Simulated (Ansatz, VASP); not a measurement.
One calculation of RbCu2, two programs

INCAR

```
SYSTEM = RbCu2
PREC = Accurate
ENCUT = 600
EDIFF = 1E-7
ISMEAR = 0
SIGMA = 0.1
LREAL = .FALSE.
LASPH = .TRUE.
NELM = 60
ALGO = Fast
ISIF = 3
LWAVE = .FALSE.
LCHARG = .FALSE.
GGA = PE
IBRION = 2
NSW = 100
EDIFFG = -0.01
```

KPOINTS

```
Automatic mesh
0
G
  10 10 10
  0 0 0
```

Contents of POSCAR:

```
RbCu2
1.0
    0.0000000000      3.7947206386      3.7947206386
    3.7947206386      0.0000000000      3.7947206386
    3.7947206386      3.7947206386      0.0000000000
Rb Cu
1 2
Direct
    0.0000000000      0.0000000000      0.0000000000
    0.2500000000      0.2500000000      0.2500000000
    0.7500000000      0.7500000000      0.7500000000
```

Input for Ansatz:

```yaml
crystal:
  lattice:
    - [0.0, 3.7947206386, 3.7947206386]
    - [3.7947206386, 0.0, 3.7947206386]
    - [3.7947206386, 3.7947206386, 0.0]
  atoms:
    - { symbol: Rb, position: [0.0, 0.0, 0.0] }
    - { symbol: Cu, position: [0.25, 0.25, 0.25] }
    - { symbol: Cu, position: [0.75, 0.75, 0.75] }
basis:
  ecutwfc: 420
kpoints:
  mp_grid: { grid: [10, 10, 10] }
hamiltonian:
  xc: pbe
scf:
  occupations: { method: gaussian, width: 0.1 }
output:
  forces: true
  stress: true
  eigenvalues: true
relax:
  adjacent_minimum: "off"
  f_tol: 0.01
  max_steps: 80
  cell: { stress_tol: 0.05 }
```

Alike in both runs: task relaxation of cell and atoms; functional PBE; k mesh 10 × 10 × 10; occupations gaussian, width 0.1 eV; no spin polarisation.

```csv
,VASP,Ansatz
version,VASP 6.6.1,Ansatz 0.2.0
potentials or method,"VASP PAW PBE potentials, release 64 (Rb_sv, Cu), cutoff 600 eV","scalar-relativistic, plane waves, PAW"
valence electrons in the cell,31,47
```

Ansatz gave:

```
gap on the k mesh at the Fermi level, each at its own relaxed structure (eV) : none
relaxed volume (Å³/atom)                                                     : 37.31
relaxed length of the cell vector where the two differ most in proportion (Å)              : 5.409
```

Q: What did VASP give for the same quantities?

A: gap on the k mesh at the Fermi level, each at its own relaxed structure (eV): none; relaxed volume (Å³/atom): 37.52; relaxed length of the cell vector where the two differ most in proportion (Å): 5.420.

A gap of «none» marks a metal or a gap that the smearing closes. VASP's potentials hold 31 valence electrons a cell and Ansatz's 47, so a difference there can come from the potentials and not from the codes.
